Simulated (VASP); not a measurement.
# Al30Si (a cell with a defect) in VASP: notebook

Runs on Al30Si (a cell with a defect). Level: PBEsol. Tasks: single point.

Everything below comes from runs of VASP 6.6.1. Logs are shortened: lines on timing, memory, paths and dates and some standing lists are left out, and cuts for length are marked.

**1. The cell of the first run**

The cell holds a defect, 31 atoms: a = 8.100 Å, b = 8.100 Å, c = 8.100 Å, α = 90.00°, β = 90.00°, γ = 90.00°.

**2. Single point, PBEsol**

File INCAR:

```
PREC = Accurate
ENCUT = 520
EDIFF = 1E-7
ISMEAR = 0
SIGMA = 0.1
LREAL = Auto
LASPH = True
NELM = 60
ALGO = Normal
ISIF = 2
LWAVE = False
LCHARG = True
GGA = PS
LELF = True
LVHAR = True
NBANDS = 68
```

File KPOINTS:

```
Automatic mesh
0
Gamma
  3 3 3
```

File POSCAR:

```
Al30Si
1.0
    8.1000000000      0.0000000000      0.0000000000
    0.0000000000      8.1000000000      0.0000000000
    0.0000000000      0.0000000000      8.1000000000
Al Si
30 1
Direct
    0.4997159149      0.0020519587      0.0021897588
    0.7474798947      0.2500000000      0.0025201053
    0.7478102412      0.0020519587      0.2502840851
    0.0006240513     -0.0011494543     -0.0004720366
    0.2525656729      0.2500000000      0.0010788630
    0.4997159149      0.4979480413      0.0021897588
    0.7499845089      0.7500000000      0.0000154911
    0.2528447714      0.0061061057      0.2518758713
    0.7478102412      0.4979480413      0.2502840851
    0.4981241287      0.0061061057      0.4971552286
    0.7489211370      0.2500000000      0.4974343271
    0.7504720366     -0.0011494543      0.7493759487
    0.0006240513      0.5011494543     -0.0004720366
    0.2493585427      0.7500000000     -0.0008020517
    0.0010506437      0.2500000000      0.2522839364
    0.2528447714      0.4938938943      0.2518758713
    0.5004121354      0.7500000000      0.2495878646
    0.0016117989      0.0009940295      0.5008071859
    0.4981241287      0.4938938943      0.4971552286
    0.7508020517      0.7500000000      0.5006414573
    0.2491928141      0.0009940295      0.7483882011
    0.4977160636      0.2500000000      0.7489493563
    0.7504720366      0.5011494543      0.7493759487
   -0.0001234138      0.7500000000      0.2499262544
    0.0016117989      0.4990059705      0.5008071859
    0.2491009789      0.7500000000      0.5008990211
    0.0021023663      0.2500000000      0.7478976337
    0.2491928141      0.4990059705      0.7483882011
    0.5000737456      0.7500000000      0.7501234138
    0.0007974907      0.7500000000      0.7492025093
    0.2489666676      0.2500000000      0.5010333324
```

Potentials or basis: VASP PAW PBE potentials, release 64 (Al, Si).

Started as:

```bash
$ cat potpaw_PBE.64/Al/POTCAR potpaw_PBE.64/Si/POTCAR > POTCAR
$ mpirun -np 1 vasp_std > vasp.out
```

OUTCAR:

```text
PREC = Accurate
   ENCUT = 520
   EDIFF = 1E-7
   ISMEAR = 0
   LREAL = Auto
   LASPH = True
   NELM = 60
   ISIF = 2
   GGA = PS

 ion  position               nearest neighbor table
   1  0.500  0.002  0.002-   5 2.84   2 2.84   3 2.84   8 2.84  17 2.86  22 2.87   7 2.88  14 2.88
                            12 2.88  29 2.89  21 2.89
   2  0.747  0.250  0.003-   1 2.84   6 2.84   3 2.84   9 2.84  15 2.88  22 2.88  13 2.89   4 2.89
                            12 2.89  23 2.89  27 2.92
   3  0.748  0.002  0.250-  11 2.84   2 2.84   1 2.84  10 2.84  17 2.86  15 2.87   7 2.88  20 2.88
                             4 2.88  24 2.89  18 2.89
   4  0.001  0.999  1.000-  14 2.85  30 2.86  24 2.86   7 2.86  21 2.86  12 2.87  27 2.88   5 2.88
                             3 2.88  15 2.89   2 2.89   8 2.89
   5  0.253  0.250  0.001-   8 2.83  16 2.83   1 2.84   6 2.84  22 2.85  21 2.87  28 2.87  15 2.88
                            13 2.88   4 2.88  27 2.88
   6  0.500  0.498  0.002-   5 2.84   2 2.84   9 2.84  16 2.84  17 2.86  22 2.87   7 2.88  14 2.88
                            23 2.88  29 2.89  28 2.89
   7  0.750  0.750  0.000-  17 2.86  13 2.86   4 2.86  12 2.86  23 2.86  24 2.86  29 2.86  30 2.87
                             9 2.88   3 2.88   1 2.88   6 2.88
   8  0.253  0.006  0.252-  10 2.81  31 2.82   5 2.83  15 2.84   1 2.84  18 2.87  17 2.89   4 2.89
                            26 2.89  14 2.91  24 2.92
   9  0.748  0.498  0.250-  11 2.84   2 2.84   6 2.84  19 2.84  17 2.86  15 2.87   7 2.88  20 2.88
[... 31 lines left out ...]
  25  0.002  0.499  0.501-  28 2.84  27 2.84  31 2.84  15 2.85  26 2.86  30 2.86  23 2.86  16 2.87
                            11 2.87  20 2.87  24 2.87   9 2.89
  26  0.249  0.750  0.501-  30 2.84  21 2.86  25 2.86  28 2.86  18 2.86  29 2.86  24 2.86  17 2.88
                            10 2.89  19 2.89  16 2.89   8 2.89
  27  0.002  0.250  0.748-  31 2.83  28 2.84  21 2.84  18 2.84  25 2.84  23 2.88  13 2.88   4 2.88
                            12 2.88   5 2.88  11 2.88   2 2.92
  28  0.249  0.499  0.748-  25 2.84  27 2.84  31 2.84  22 2.85  26 2.86  30 2.86  13 2.86  19 2.87
                             5 2.87  14 2.87  29 2.87   6 2.89
  29  0.500  0.750  0.750-  12 2.86  23 2.86  14 2.86   7 2.86  26 2.86  20 2.86  21 2.87  28 2.87
                             1 2.89   6 2.89  19 2.92  10 2.92
  30  0.001  0.750  0.749-  26 2.84  20 2.86  14 2.86   4 2.86  12 2.86  23 2.86  13 2.86  18 2.86
                            25 2.86  21 2.86  28 2.86   7 2.87
  31  0.249  0.250  0.501-   8 2.82  10 2.82  16 2.82  19 2.82  27 2.83  21 2.84  25 2.84  18 2.84
                            28 2.84  22 2.84  15 2.84

  LATTYP: Found a simple cubic cell.
 ALAT       =     8.1000000000

  Lattice vectors:

 A1 = (   8.1000000000,   0.0000000000,   0.0000000000)
 A2 = (   0.0000000000,   8.1000000000,   0.0000000000)
 A3 = (   0.0000000000,   0.0000000000,   8.1000000000)

Analysis of symmetry for initial positions (statically):
=====================================================================
 Subroutine PRICEL returns:
 Original cell was already a primitive cell.

 Routine SETGRP: Setting up the symmetry group for a
 simple cubic supercell.

 Subroutine GETGRP returns: Found  4 space group operations
 (whereof  1 operations were pure point group operations)
 out of a pool of 48 trial point group operations.

The static configuration has the point symmetry C_1 .
 The point group associated with its full space group is C_2v.

Analysis of symmetry for dynamics (positions and initial velocities):
=====================================================================
 Subroutine PRICEL returns:
 Original cell was already a primitive cell.

 Routine SETGRP: Setting up the symmetry group for a
 simple cubic supercell.

 Subroutine GETGRP returns: Found  4 space group operations
 (whereof  1 operations were pure point group operations)
 out of a pool of 48 trial point group operations.

The dynamic configuration has the point symmetry C_1 .
 The point group associated with its full space group is C_2v.

 Subroutine INISYM returns: Found  4 space group operations
 (whereof  1 operations are pure point group operations),
 and found     1 'primitive' translations

----------------------------------------------------------------------------------------

                                     Primitive cell

  volume of cell :     531.4410

  direct lattice vectors                    reciprocal lattice vectors
     8.100000000  0.000000000  0.000000000     0.123456790  0.000000000  0.000000000
     0.000000000  8.100000000  0.000000000     0.000000000  0.123456790  0.000000000
     0.000000000  0.000000000  8.100000000     0.000000000  0.000000000  0.123456790

[... 81 lines left out ...]
     0.041152263  0.000000000  0.000000000     0.333333333  0.000000000  0.000000000
     0.000000000  0.041152263  0.000000000     0.000000000  0.333333333  0.000000000
     0.000000000  0.000000000  0.041152263     0.000000000  0.000000000  0.333333333

  Length of vectors
     0.041152263  0.041152263  0.041152263

  Shift w.r.t. Gamma in fractional coordinates (k-lattice)
     0.000000000  0.000000000  0.000000000

 Subroutine IBZKPT returns following result:
 ===========================================

 Found      8 irreducible k-points:

 Following reciprocal coordinates:
            Coordinates               Weight
  0.000000  0.000000  0.000000      1.000000
  0.333333  0.000000  0.000000      4.000000
  0.000000  0.333333  0.000000      2.000000
  0.333333  0.333333  0.000000      8.000000
  0.333333  0.000000  0.333333      2.000000
 -0.333333  0.000000  0.333333      2.000000
  0.333333  0.333333  0.333333      4.000000
 -0.333333  0.333333  0.333333      4.000000
   k-points           NKPTS =      8   k-points in BZ     NKDIM =      8   number of bands    NBANDS=     68
   number of dos      NEDOS =    301   number of ions     NIONS =     31
   total plane-waves  NPLWV = 216000
   dimension x,y,z NGX =    60 NGY =   60 NGZ =   60
   dimension x,y,z NGXF=   120 NGYF=  120 NGZF=  120
   ions per type =              30   1
   NGX,Y,Z   is equivalent  to a cutoff of  12.31, 12.31, 12.31 a.u.
   NGXF,Y,Z  is equivalent  to a cutoff of  24.63, 24.63, 24.63 a.u.
 SYSTEM =  unknown system
   PREC   = accura    normal or accurate (medium, high low for compatibility)
   ISTART =      0    job   : 0-new  1-cont  2-samecut
   ICHARG =      2    charge: 1-file 2-atom 10-const
   ISPIN  =      1    spin polarized calculation?
   LNONCOLLINEAR =      F non collinear calculations
   LSORBIT =      F    spin-orbit coupling
   LASPH  =      T    aspherical Exc in radial PAW
   ENCUT  =  520.0 eV  38.22 Ry    6.18 a.u.  15.06 15.06 15.06*2*pi/ulx,y,z
   NELM   =     60;   NELMIN=  2; NELMDL= -5     # of ELM steps
   EDIFF  = 0.1E-06   stopping-criterion for ELM
   LREAL  =      T    real-space projection
   EDIFFG = 0.1E-05   stopping-criterion for IOM
   NSW    =      0    number of steps for IOM
   IBRION =     -1    ionic relax: 0-MD 1-quasi-New 2-CG
   NFREE  =      0    steps in history (QN), initial steepest desc. (CG)
   ISIF   =      2    stress and relaxation
   ISYM   =      2    0-nonsym 1-usesym 2-fastsym
   POTIM  = 0.5000    time-step for ionic-motion
   TEBEG  =    0.0;   TEEND  =   0.0 temperature during run
   PSTRESS=    0.0 pullay stress
   NELECT =      94.0000    total number of electrons
   NUPDOWN=      -1.0000    fix difference up-down
   EMIN   =  10.00;   EMAX   =-10.00  energy-range for DOS
   EFERMI =   0.00;   METHOD = LEGACY
   ISMEAR =     0;   SIGMA  =   0.10  broadening in eV -4-tet -1-fermi 0-gaus
   EFERMI_NEDOS =   21; number of points for ismear=-14 and -15
   IALGO  =     38    algorithm
   IMIX   =      4    mixing-type and parameters
     AMIX     =   0.40;   BMIX     =  1.00
     AMIX_MAG =   1.60;   BMIX_MAG =  1.00
  volume/ion in A,a.u.               =      17.14       115.69
  Fermi-wavevector in a.u.,A,eV,Ry     =   0.918965  1.736593 11.490081  0.844497
  Thomas-Fermi vector in A             =   2.044106
   LORBIT       =      0    0 simple, 1 ext, 2 COOP (PROOUT), +10 PAW based schemes
   GGA     = PS    functional components
   LHFCALC =     F    Hartree Fock is set to
   AEXX    =    0.0000 exact exchange contribution
   IVDW    =     0    specifies the selected vdW correction
   LEPSILON=     F    determine dielectric tensor
   LRPA    =     F    only Hartree local field effects (RPA)
 non-spin polarized calculation
 Gauss-broadening in eV      SIGMA  =   0.10
  energy-cutoff  :      520.00
  volume of cell :      531.44
 maximum number of plane-waves:     14358
   NGX = 31   NGY = 31   NGZ = 31

 number of electron      94.0000000 magnetization

 Free energy of the ion-electron system (eV)
  ---------------------------------------------------
  ext. energy  EPLUGINS =         0.00000000
  ---------------------------------------------------
  free energy    TOTEN  =      -127.92146638 eV

  energy without entropy =     -127.88107167  energy(sigma->0) =     -127.90126903

 E-fermi :   7.4698     XC(G=0): -10.1058

 val. band max:        7.4192289975   @ k =  -0.3333   0.3333   0.3333
 cond. band min:       7.4934749583   @ k =  -0.3333   0.0000   0.3333
 fundamental gap:      0.0742459608
 Fermi energy:         7.4697743014

 k-point     1 :       0.0000    0.0000    0.0000
  band No.  band energies     occupation
      1      -3.5334      2.00000
      2      -1.8574      2.00000
      3      -1.2680      2.00000
      4      -1.2266      2.00000
      5      -1.2015      2.00000
      6      -1.1784      2.00000
[... 485 lines left out ...]
     58       9.3968      0.00000
     59       9.4972      0.00000
 [bands above 59 left out]

------------------------ aborting loop because EDIFF is reached ----------------------------------------

  FORCE on cell =-STRESS in cart. coord.  units (eV):
  Direction    XX          YY          ZZ          XY          YZ          ZX
  --------------------------------------------------------------------------------------
  -------------------------------------------------------------------------------------
  Total       -9.4693116    -10.6052580     -9.4693116      0.0000000      0.0000000      0.1514257
  in kB      -28.5478845    -31.9725125    -28.5478845      0.0000000      0.0000000      0.4565152
  external PRESSURE =     -29.6894272 kB  Pullay stress =       0.0000000 kB

 VOLUME and BASIS-vectors are now :
 -----------------------------------------------------------------------------
  energy-cutoff  :      520.00
  volume of cell :      531.44
      direct lattice vectors                 reciprocal lattice vectors
     8.100000000  0.000000000  0.000000000     0.123456790  0.000000000  0.000000000
     0.000000000  8.100000000  0.000000000     0.000000000  0.123456790  0.000000000
     0.000000000  0.000000000  8.100000000     0.000000000  0.000000000  0.123456790

 POSITION                                       TOTAL-FORCE (eV/Angst)
 -----------------------------------------------------------------------------------
      4.04770      0.01662      0.01774         0.001779     -0.022158     -0.011427
      6.05459      2.02500      0.02041         0.021996     -0.000000     -0.021996
      6.05726      0.01662      2.02730         0.011427     -0.022158     -0.001779
      0.00505      8.09069      8.09618        -0.000579      0.011922      0.015162
      2.04578      2.02500      0.00874        -0.022596     -0.000000     -0.022136
      4.04770      4.03338      0.01774         0.001779      0.022158     -0.011427
[... 23 lines left out ...]
      0.00646      6.07500      6.06854        -0.001551     -0.000000      0.001551
      2.01663      2.02500      4.05837         0.010961     -0.000000     -0.010961
 -----------------------------------------------------------------------------------
    total drift:                                0.017964      0.000000     -0.017964

  FREE ENERGIE OF THE ION-ELECTRON SYSTEM (eV)
  ---------------------------------------------------
  free  energy   TOTEN  =      -127.9214663785 eV

  energy  without entropy=     -127.8810716733  energy(sigma->0) =     -127.90126903
```

Run time: 15 min. Hardware: 1 thread of Oxide Virtual Turin-like, shared host; peak memory 0.52 GiB.

What came out:

```
Free energy            : -127.9215 eV
Pressure               : -3.0 GPa
Largest force          : 0.033 eV/Å
Band gap on the k mesh : zero (band 47 reaches 7.81 eV, above the bottom of band 48 at 7.49 eV)
```

Forces in eV/Å, atoms in the order of the input:
```
Al   0.002 -0.022 -0.011
Al   0.022  0.000 -0.022
Al   0.011 -0.022 -0.002
Al  -0.001  0.012  0.015
Al  -0.023  0.000 -0.022
Al   0.002  0.022 -0.011
Al  -0.015  0.000  0.015
Al  -0.013 -0.012  0.001
Al   0.011  0.022 -0.002
Al  -0.001 -0.012  0.013
Al   0.022  0.000  0.023
Al  -0.015  0.012  0.001
Al  -0.001 -0.012  0.015
Al   0.012  0.000  0.019
Al  -0.018  0.000 -0.016
Al  -0.013  0.012  0.001
Al  -0.001  0.000  0.001
Al  -0.014 -0.007 -0.021
Al  -0.001  0.012  0.013
Al  -0.019  0.000 -0.012
Al   0.021 -0.007  0.014
Al   0.016  0.000  0.018
Al  -0.015 -0.012  0.001
Al   0.007  0.000 -0.002
Al  -0.014  0.007 -0.021
Al   0.024  0.000 -0.024
Al  -0.022  0.000  0.022
Al   0.021  0.007  0.014
Al   0.002  0.000 -0.007
Al  -0.002  0.000  0.002
Si   0.011  0.000 -0.011
```

Stress tensor (GPa, compression positive):
```
-2.85  0.00  0.05
 0.00 -3.20  0.00
 0.05  0.00 -2.85
```

Caveat: the PAW data sets were made with another functional, which shifts forces and pressure a little.

[end of part 1 of 2]
